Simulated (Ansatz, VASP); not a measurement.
Cu in VASP and in Ansatz

The input INCAR:

```
  ALGO = Fast
  EDIFF = 1E-6
  ENCUT = 520
  GGA = PS
  ISIF = 2
  ISMEAR = 0
  LASPH = True
  LCHARG = True
  LELF = True
  LREAL = False
  LVHAR = True
  LWAVE = False
  NBANDS = 18
  NELM = 80
  PREC = Accurate
  SIGMA = 0.15
```

Contents of KPOINTS:

```
k-points
0
Gamma
  22 22 22
```

File POSCAR:

```
Cu
1.0
    1.2528045328     -4.0884471456      0.0000000000
    1.2528045328      4.0884471456      0.0000000000
    0.0000000000      0.0000000000      2.3416430667
Cu
2
Direct
    0.1338666500      0.8661333500      0.2500000000
    0.8661333500      0.1338666500      0.7500000000
```

Input for Ansatz:

```yaml
crystal:
  lattice:
    - [1.2528045328, -4.0884471456, 0.0]
    - [1.2528045328, 4.0884471456, 0.0]
    - [0.0, 0.0, 2.3416430667]
  atoms:
    - { symbol: Cu, position: [0.13386665, 0.86613335, 0.25] }
    - { symbol: Cu, position: [0.86613335, 0.13386665, 0.75] }
basis:
  ecutwfc: 420
kpoints:
  mp_grid: { grid: [22, 22, 22] }
hamiltonian:
  xc: pbesol
scf:
  occupations: { method: gaussian, width: 0.15 }
output:
  forces: true
  stress: true
  eigenvalues: true
```

Alike in both runs: task single point; functional PBEsol; k mesh 22 × 22 × 22; occupations gaussian, width 0.15 eV; no spin polarisation.

|  | VASP | Ansatz |
| --- | --- | --- |
| version | VASP 6.6.1 | Ansatz 0.2.0 |
| potentials or method | VASP PAW PBE potentials, release 64 (Cu), cutoff 520 eV | scalar-relativistic, plane waves, PAW |
| valence electrons in the cell | 22 | 38 |

Ansatz gave:

- gap on the k mesh at the Fermi level (eV): none
- pressure (GPa): 0.3
- traceless stress, the component that is largest in VASP (GPa): 13.44
- rms of the force components (eV/Å): 0.021

**Question.** Estimate VASP's values.

**Answer.** gap on the k mesh at the Fermi level (eV): none; pressure (GPa): 1.3; traceless stress, the component that is largest in VASP (GPa): 13.46; rms of the force components (eV/Å): 0.019.

VASP's potentials were made for PBE, not for PBEsol. Atom by atom the forces differ by 0.002 eV/Å (rms over components). A gap of «none» marks a metal or a gap that the smearing closes. With one functional, cell and mesh, what is left measures potentials, basis and numerics. VASP's potentials hold 22 valence electrons a cell and Ansatz's 38, so a difference there can come from the potentials and not from the codes.
